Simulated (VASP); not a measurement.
Si, 8 atoms in the cell. It takes space group Ibca (No. 73, orthorhombic). Conventional cell: a = 6.452 Å, b = 6.452 Å, c = 6.716 Å, α = 90.00°, β = 90.00°, γ = 90.00°. Si (site symmetry 1) has 4 Si at 2.30 to 2.39 Å within 3.0 Å. 

* Program: VASP 6.6.1
* Task: single point
* Functional: PBE
* Potentials or basis: VASP PAW PBE potentials, release 64 (Si)
* Cutoff: 520 eV
* k mesh: 10 × 10 × 10
* Occupations: gaussian, width 0.15 eV
* Spin: no spin polarisation
* Dipole correction: no
* Further INCAR settings: ALGO = Normal; EDIFF = 1e-06; NBANDS = 26

Potentials or basis: VASP PAW PBE potentials, release 64 (Si).

The run is started by

```bash
$ cat potpaw_PBE.64/Si/POTCAR > POTCAR
$ mpirun -np 1 vasp_std > vasp.out
```

Hardware: 1 thread of Intel(R) Xeon(R) 6975P-C (Granite Rapids) (shared host).

Q: How long does it take, and how much memory?

A: Wall time 4.5 min on 1 thread of Intel(R) Xeon(R) 6975P-C (Granite Rapids), with other jobs on the host, peak memory 0.54 GiB. Counts: scf iterations 14, k points 171.
